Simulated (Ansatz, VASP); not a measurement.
**Rh in VASP and in Ansatz**

File INCAR:

```
ALGO = Normal ; EDIFF = 1E-8
ENCUT = 520 ; GGA = PE
ISIF = 2 ; ISMEAR = -1
LASPH = True ; LCHARG = False
LEFG = True ; LREAL = False
LWAVE = False ; NBANDS = 14
NELM = 80 ; PREC = Accurate
SIGMA = 0.08
```

The input KPOINTS:

```
k-points
0
Gamma
  16 16 16
```

The input POSCAR:

```
Rh
1.0
   -0.0570465000      1.8730267500      1.8730267500
    1.8730267500     -0.0570465000      1.8730267500
    1.8730267500      1.8730267500     -0.0570465000
Rh
1
Direct
    0.0000000000      0.0000000000      0.0000000000
```

Input for Ansatz:

```yaml
crystal:
  lattice:
    - [-0.0570465, 1.87302675, 1.87302675]
    - [1.87302675, -0.0570465, 1.87302675]
    - [1.87302675, 1.87302675, -0.0570465]
  atoms:
    - { symbol: Rh, position: [0.0, 0.0, 0.0] }
kpoints:
  mp_grid: { grid: [16, 16, 16] }
scf:
  occupations: { method: fermi_dirac, width: 0.08 }
hamiltonian:
  xc: pbe
  pseudopotentials: { kind: all_electron, datasets: crystal }
output:
  forces: true
  stress: true
  eigenvalues: true
  efg: { contact_densities: true }
```

Change from the starting cell: equal xy, yz and zx shear strains of -3 %, crystal datasets.

Alike in both runs: task electric field gradients; functional PBE; k mesh 16 × 16 × 16; occupations fermi-dirac, width 0.08 eV; no spin polarisation.

|  | VASP | Ansatz |
| --- | --- | --- |
| version | VASP 6.6.1 | Ansatz 0.2.0 |
| potentials or method | VASP PAW PBE potentials, release 64 (Rh_pv), cutoff 520 eV | all-electron PAW with datasets made for the crystal, scalar-relativistic |

Ansatz gave:

```
pressure (GPa)                                                : 6.9
traceless stress, the component that is largest in VASP (GPa) : 6.08
size of Vzz on the site where it differs most (V/Å²)          : 0.7
```

Q: Which values does VASP return?

A: Pressure (GPa): 7.0; traceless stress, the component that is largest in VASP (GPa): 6.08; size of Vzz on the site where it differs most (V/Å²): 5.1.

Ansatz ran all-electron here, and VASP with PAW potentials.
